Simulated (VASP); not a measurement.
# KTaSe3 (Pm-3m) in VASP: further runs

Runs on KTaSe3. Level: PBE. Tasks: single point.

Everything below comes from runs of VASP 6.6.1. Logs are shortened: lines on timing, memory, paths and dates and some standing lists are left out, and cuts for length are marked.

## 1. The cell of the first run

Symmetry: Pm-3m, No. 221, cubic system. Conventional cell: a = 4.899 Å, b = 4.899 Å, c = 4.899 Å, α = 90.00°, β = 90.00°, γ = 90.00°. K (site symmetry m-3m) has 12 Se at 3.46 Å and 8 Ta at 4.24 Å within 4.6 Å. Within 3.2 Å of Ta (site symmetry m-3m) lie 6 Se at 2.45 Å. Se (site symmetry 4/mmm) has 2 Ta at 2.45 Å within 3.2 Å.

The cell was generated, and may not be a known phase.

## 2. Single point, PBE

INCAR reads:

```
SYSTEM = KTaSe3
ALGO = Normal
EDIFF = 1E-7
ENCUT = 520
GGA = PE
ISIF = 2
ISMEAR = 0
LASPH = .TRUE.
LCHARG = .FALSE.
LREAL = .FALSE.
LWAVE = .FALSE.
NBANDS = 27
NELM = 100
PREC = Accurate
SIGMA = 0.1
```

KPOINTS reads:

```
k-points
0
G
  4 4 4
  0 0 0
```

POSCAR reads:

```
KTaSe3
1.0
    4.8987013400      0.0000000000      0.0000000000
    0.0000000000      4.8987013400      0.0000000000
    0.0000000000      0.0000000000      4.8987013400
K Ta Se
1 1 3
Direct
    0.0000000000      0.0000000000      0.0000000000
    0.5000000000      0.5000000000      0.5000000000
    0.0000000000      0.5000000000      0.5000000000
    0.5000000000      0.0000000000      0.5000000000
    0.5000000000      0.5000000000      0.0000000000
```

Potentials or basis: VASP PAW PBE potentials, release 64 (K_sv, Ta_pv, Se).

Command:

```
$ cat potpaw_PBE.64/K_sv/POTCAR potpaw_PBE.64/Ta_pv/POTCAR potpaw_PBE.64/Se/POTCAR > POTCAR
$ mpirun -np 1 vasp_std > vasp.out
```

OUTCAR:

```text
SYSTEM = KTaSe3
   EDIFF = 1E-7
   ENCUT = 520
   GGA = PE
   ISIF = 2
   ISMEAR = 0
   LASPH = .TRUE.
   LREAL = .FALSE.
   NELM = 100
   PREC = Accurate

 ion  position               nearest neighbor table
   1  0.000  0.000  0.000-
   2  0.500  0.500  0.500-   3 2.45   4 2.45   5 2.45   5 2.45   4 2.45   3 2.45
   3  0.000  0.500  0.500-   2 2.45   2 2.45
   4  0.500  0.000  0.500-   2 2.45   2 2.45
   5  0.500  0.500  0.000-   2 2.45   2 2.45

  LATTYP: Found a simple cubic cell.
 ALAT       =     4.8987013400

  Lattice vectors:

 A1 = (   4.8987013400,   0.0000000000,   0.0000000000)
 A2 = (   0.0000000000,   4.8987013400,   0.0000000000)
 A3 = (   0.0000000000,   0.0000000000,   4.8987013400)

Analysis of symmetry for initial positions (statically):
=====================================================================
 Subroutine PRICEL returns:
 Original cell was already a primitive cell.

 Routine SETGRP: Setting up the symmetry group for a
 simple cubic supercell.

 Subroutine GETGRP returns: Found 48 space group operations
 (whereof 48 operations were pure point group operations)
 out of a pool of 48 trial point group operations.

The static configuration has the point symmetry O_h .

Analysis of symmetry for dynamics (positions and initial velocities):
=====================================================================
 Subroutine PRICEL returns:
 Original cell was already a primitive cell.

 Routine SETGRP: Setting up the symmetry group for a
 simple cubic supercell.

 Subroutine GETGRP returns: Found 48 space group operations
 (whereof 48 operations were pure point group operations)
 out of a pool of 48 trial point group operations.

The dynamic configuration has the point symmetry O_h .

 Subroutine INISYM returns: Found 48 space group operations
 (whereof 48 operations are pure point group operations),
 and found     1 'primitive' translations

----------------------------------------------------------------------------------------

                                     Primitive cell

  volume of cell :     117.5555

  direct lattice vectors                    reciprocal lattice vectors
     4.898701340  0.000000000  0.000000000     0.204135735  0.000000000  0.000000000
     0.000000000  4.898701340  0.000000000     0.000000000  0.204135735  0.000000000
     0.000000000  0.000000000  4.898701340     0.000000000  0.000000000  0.204135735

  length of vectors
     4.898701340  4.898701340  4.898701340     0.204135735  0.204135735  0.204135735

  position of ions in fractional coordinates (direct lattice)
     0.000000000  0.000000000  0.000000000
     0.500000000  0.500000000  0.500000000
     0.000000000  0.500000000  0.500000000
     0.500000000  0.000000000  0.500000000
     0.500000000  0.500000000  0.000000000

  ion indices of the primitive-cell ions
   primitive index   ion index
                 1           1
                 2           2
                 3           3
                 4           4
                 5           5

----------------------------------------------------------------------------------------

 KPOINTS: k-points

Automatic generation of k-mesh.
 Grid dimensions read from file:
 generate k-points for:    4    4    4

 Generating k-lattice:

  Cartesian coordinates                     Fractional coordinates (reciprocal lattice)
     0.051033934  0.000000000  0.000000000     0.250000000  0.000000000  0.000000000
     0.000000000  0.051033934  0.000000000     0.000000000  0.250000000  0.000000000
     0.000000000  0.000000000  0.051033934     0.000000000  0.000000000  0.250000000

  Length of vectors
     0.051033934  0.051033934  0.051033934

  Shift w.r.t. Gamma in fractional coordinates (k-lattice)
     0.000000000  0.000000000  0.000000000

 Subroutine IBZKPT returns following result:
 ===========================================

 Found     10 irreducible k-points:

 Following reciprocal coordinates:
            Coordinates               Weight
  0.000000  0.000000  0.000000      1.000000
  0.250000  0.000000  0.000000      6.000000
  0.500000  0.000000  0.000000      3.000000
  0.250000  0.250000  0.000000     12.000000
  0.500000  0.250000  0.000000     12.000000
  0.500000  0.500000  0.000000      3.000000
  0.250000  0.250000  0.250000      8.000000
  0.500000  0.250000  0.250000     12.000000
  0.500000  0.500000  0.250000      6.000000
  0.500000  0.500000  0.500000      1.000000
   k-points           NKPTS =     10   k-points in BZ     NKDIM =     10   number of bands    NBANDS=     27
   number of dos      NEDOS =    301   number of ions     NIONS =      5
   total plane-waves  NPLWV =  46656
   dimension x,y,z NGX =    36 NGY =   36 NGZ =   36
   dimension x,y,z NGXF=    72 NGYF=   72 NGZF=   72
   ions per type =               1   1   3
   NGX,Y,Z   is equivalent  to a cutoff of  12.22, 12.22, 12.22 a.u.
   NGXF,Y,Z  is equivalent  to a cutoff of  24.43, 24.43, 24.43 a.u.
 SYSTEM =  KTaSe3
   PREC   = accura    normal or accurate (medium, high low for compatibility)
   ISTART =      0    job   : 0-new  1-cont  2-samecut
   ICHARG =      2    charge: 1-file 2-atom 10-const
   ISPIN  =      1    spin polarized calculation?
   LNONCOLLINEAR =      F non collinear calculations
   LSORBIT =      F    spin-orbit coupling
   LASPH  =      T    aspherical Exc in radial PAW
   ENCUT  =  520.0 eV  38.22 Ry    6.18 a.u.   9.11  9.11  9.11*2*pi/ulx,y,z
   NELM   =    100;   NELMIN=  2; NELMDL= -5     # of ELM steps
   EDIFF  = 0.1E-06   stopping-criterion for ELM
   LREAL  =      F    real-space projection
   EDIFFG = 0.1E-05   stopping-criterion for IOM
   NSW    =      0    number of steps for IOM
   IBRION =     -1    ionic relax: 0-MD 1-quasi-New 2-CG
   NFREE  =      0    steps in history (QN), initial steepest desc. (CG)
   ISIF   =      2    stress and relaxation
   ISYM   =      2    0-nonsym 1-usesym 2-fastsym
   POTIM  = 0.5000    time-step for ionic-motion
   TEBEG  =    0.0;   TEEND  =   0.0 temperature during run
   PSTRESS=    0.0 pullay stress
   NELECT =      38.0000    total number of electrons
   NUPDOWN=      -1.0000    fix difference up-down
   EMIN   =  10.00;   EMAX   =-10.00  energy-range for DOS
   EFERMI =   0.00;   METHOD = LEGACY
   ISMEAR =     0;   SIGMA  =   0.10  broadening in eV -4-tet -1-fermi 0-gaus
   EFERMI_NEDOS =   21; number of points for ismear=-14 and -15
   IALGO  =     38    algorithm
   IMIX   =      4    mixing-type and parameters
     AMIX     =   0.40;   BMIX     =  1.00
     AMIX_MAG =   1.60;   BMIX_MAG =  1.00
  volume/ion in A,a.u.               =      23.51       158.66
  Fermi-wavevector in a.u.,A,eV,Ry     =   1.123540  2.123182 17.175196  1.262341
  Thomas-Fermi vector in A             =   2.260206
   LORBIT       =      0    0 simple, 1 ext, 2 COOP (PROOUT), +10 PAW based schemes
   GGA     = PE    functional components
   LHFCALC =     F    Hartree Fock is set to
   AEXX    =    0.0000 exact exchange contribution
   IVDW    =     0    specifies the selected vdW correction
   LEPSILON=     F    determine dielectric tensor
   LRPA    =     F    only Hartree local field effects (RPA)
 non-spin polarized calculation
 Gauss-broadening in eV      SIGMA  =   0.10
  energy-cutoff  :      520.00
  volume of cell :      117.56
 maximum number of plane-waves:      3184
   NGX = 19   NGY = 19   NGZ = 19

 number of electron      38.0000014 magnetization

 Free energy of the ion-electron system (eV)
  ---------------------------------------------------
  ext. energy  EPLUGINS =         0.00000000
  ---------------------------------------------------
  free energy    TOTEN  =       -26.78264907 eV

  energy without entropy =      -26.78264843  energy(sigma->0) =      -26.78264875

 E-fermi :   3.4706     XC(G=0):  -9.6485

 val. band max:        3.1701148097   @ k =   0.0000   0.0000   0.0000
 cond. band min:       3.7735987639   @ k =   0.5000   0.5000   0.0000
 fundamental gap:      0.6034839542
 Fermi energy:         3.4705665585

 k-point     1 :       0.0000    0.0000    0.0000
  band No.  band energies     occupation
      1     -31.8859      2.00000
      2     -31.8859      2.00000
      3     -31.8859      2.00000
      4     -26.4268      2.00000
      5     -10.7426      2.00000
      6      -9.9507      2.00000
[... 19 lines left out ...]
     26       7.9567      0.00000
     27       7.9567      0.00000

 k-point     2 :       0.2500    0.0000    0.0000
  band No.  band energies     occupation
      1     -31.8878      2.00000
      2     -31.8857      2.00000
      3     -31.8857      2.00000
      4     -26.4262      2.00000
      5     -10.6622      2.00000
      6      -9.9469      2.00000
[... 19 lines left out ...]
     26       8.4583      0.00000
     27       9.0087      0.00000

 k-point     3 :       0.5000    0.0000    0.0000
  band No.  band energies     occupation
      1     -31.8896      2.00000
      2     -31.8854      2.00000
      3     -31.8854      2.00000
      4     -26.4256      2.00000
      5     -10.6425      2.00000
      6      -9.9431      2.00000
[... 19 lines left out ...]
     26       9.4618      0.00000
     27       9.5292      0.00000

 k-point     4 :       0.2500    0.2500    0.0000
  band No.  band energies     occupation
      1     -31.8875      2.00000
      2     -31.8875      2.00000
      3     -31.8855      2.00000
      4     -26.4256      2.00000
      5     -10.5122      2.00000
      6     -10.0441      2.00000
[... 19 lines left out ...]
     26       9.5479      0.00000
     27       9.6836      0.00000

 k-point     5 :       0.5000    0.2500    0.0000
  band No.  band energies     occupation
      1     -31.8894      2.00000
      2     -31.8873      2.00000
      3     -31.8852      2.00000
      4     -26.4251      2.00000
      5     -10.4237      2.00000
      6     -10.0373      2.00000
[... 19 lines left out ...]
     26       9.9778      0.00000
     27      10.1626      0.00000

 k-point     6 :       0.5000    0.5000    0.0000
  band No.  band energies     occupation
      1     -31.8891      2.00000
      2     -31.8891      2.00000
      3     -31.8850      2.00000
      4     -26.4245      2.00000
      5     -10.1142      2.00000
      6     -10.1142      2.00000
[... 19 lines left out ...]
     26      10.5102      0.00000
     27      10.7263      0.00000

 k-point     7 :       0.2500    0.2500    0.2500
  band No.  band energies     occupation
      1     -31.8873      2.00000
      2     -31.8873      2.00000
      3     -31.8873      2.00000
      4     -26.4251      2.00000
      5     -10.3544      2.00000
      6     -10.0055      2.00000
[... 19 lines left out ...]
     26       9.8229      0.00000
     27       9.8836      0.00000

 k-point     8 :       0.5000    0.2500    0.2500
  band No.  band energies     occupation
      1     -31.8891      2.00000
      2     -31.8870      2.00000
      3     -31.8870      2.00000
      4     -26.4245      2.00000
      5     -10.2460      2.00000
      6     -10.0329      2.00000
[... 19 lines left out ...]
     26       9.9840      0.00000
     27      10.5027      0.00000

 k-point     9 :       0.5000    0.5000    0.2500
  band No.  band energies     occupation
      1     -31.8889      2.00000
      2     -31.8889      2.00000
      3     -31.8868      2.00000
      4     -26.4240      2.00000
      5     -10.0537      2.00000
      6     -10.0537      2.00000
[... 19 lines left out ...]
     26       9.9236      0.00000
     27       9.9236      0.00000

 k-point    10 :       0.5000    0.5000    0.5000
  band No.  band energies     occupation
      1     -31.8886      2.00000
      2     -31.8886      2.00000
      3     -31.8886      2.00000
      4     -26.4235      2.00000
      5      -9.9848      2.00000
      6      -9.9848      2.00000
[... 19 lines left out ...]
     26       8.8563      0.00000
     27      11.2070      0.00000

------------------------ aborting loop because EDIFF is reached ----------------------------------------

  FORCE on cell =-STRESS in cart. coord.  units (eV):
  Direction    XX          YY          ZZ          XY          YZ          ZX
  --------------------------------------------------------------------------------------
  -------------------------------------------------------------------------------------
  Total        8.1293648      8.1293648      8.1293648      0.0000000      0.0000000     -0.0000000
  in kB      110.7960572    110.7960572    110.7960572      0.0000000      0.0000000     -0.0000000
  external PRESSURE =     110.7960572 kB  Pullay stress =       0.0000000 kB

 VOLUME and BASIS-vectors are now :
 -----------------------------------------------------------------------------
  energy-cutoff  :      520.00
  volume of cell :      117.56
      direct lattice vectors                 reciprocal lattice vectors
     4.898701340  0.000000000  0.000000000     0.204135735  0.000000000  0.000000000
     0.000000000  4.898701340  0.000000000     0.000000000  0.204135735  0.000000000
     0.000000000  0.000000000  4.898701340     0.000000000  0.000000000  0.204135735

 POSITION                                       TOTAL-FORCE (eV/Angst)
 -----------------------------------------------------------------------------------
      0.00000      0.00000      0.00000         0.000000      0.000000      0.000000
      2.44935      2.44935      2.44935         0.000000      0.000000      0.000000
      0.00000      2.44935      2.44935         0.000000      0.000000      0.000000
      2.44935      0.00000      2.44935         0.000000      0.000000      0.000000
      2.44935      2.44935      0.00000         0.000000      0.000000      0.000000
 -----------------------------------------------------------------------------------
    total drift:                                0.000000      0.000000      0.000000

  FREE ENERGIE OF THE ION-ELECTRON SYSTEM (eV)
  ---------------------------------------------------
  free  energy   TOTEN  =       -26.7826490705 eV

  energy  without entropy=      -26.7826484273  energy(sigma->0) =      -26.78264875
```

It took 61 s on 1 thread of Intel Xeon 8259CL, shared host; peak memory 0.22 GiB.

Results:

```
Free energy            : -26.7826 eV
Pressure               : 11.1 GPa
Band gap on the k mesh : zero (bands 19 and 20 overlap by 1.07 eV)
```

Caveat: the cell stands under pressure; spin-orbit coupling is left out, which moves the levels of the heavy elements.

## 3. Single point, PBE

This run uses another cell than the first one, of 26.69 Å³/atom.

INCAR reads:

```
SYSTEM = KTaSe3
ALGO = Normal ; EDIFF = 1E-6
ENCUT = 520 ; GGA = PE
ISIF = 2 ; ISMEAR = 0
LASPH = .TRUE. ; LCHARG = .TRUE.
LELF = .TRUE. ; LREAL = .FALSE.
LVHAR = .TRUE. ; LWAVE = .FALSE.
NBANDS = 27 ; NELM = 100
PREC = Accurate ; SIGMA = 0.1
```

KPOINTS is that of step 2.

Changes to POSCAR since step 2:

```diff
@@ -2,5 +2,5 @@
 1.0
-    4.8987013400      0.0000000000      0.0000000000
-    0.0000000000      4.8987013400      0.0000000000
-    0.0000000000      0.0000000000      4.8987013400
+    5.1099650930      0.0000000000      0.0000000000
+    0.0000000000      5.1099650930      0.0000000000
+    0.0000000000      0.0000000000      5.1099650930
 K Ta Se
```

Potentials or basis: VASP PAW PBE potentials, release 64 (K_sv, Ta_pv, Se).

Command:

```
$ cat potpaw_PBE.64/K_sv/POTCAR potpaw_PBE.64/Ta_pv/POTCAR potpaw_PBE.64/Se/POTCAR > POTCAR
$ mpirun -np 1 vasp_std > vasp.out
```

It took 71 s on 1 thread of Intel Xeon 8259CL, shared host; peak memory 0.26 GiB.

It converged, with:

| Property | Result |
| --- | --- |
| Free energy | -27.2664 eV |
| Pressure | -0.1 GPa |
| Band gap on the k mesh | zero (bands 19 and 20 overlap by 0.76 eV) |

Levels at points of the mesh, in eV from the Fermi level:
```
           k point  band 17  band 18  band 19  band 20  band 21  band 22
(0.00, 0.00, 0.00)    -0.44    -0.44    -0.44    -0.33    -0.33    -0.33
(0.50, 0.00, 0.00)    -1.53    -0.62    -0.62    -0.39     1.65     2.10
(0.50, 0.50, 0.00)    -1.79    -1.79     0.29     1.96     2.07     2.07
(0.50, 0.50, 0.50)     0.34     0.34     0.34     2.36     2.36     2.36
```

Caveat: spin-orbit coupling is left out, which moves the levels of the heavy elements.

The gap in the log of VASP goes by the Fermi energy; the results here count the filled bands.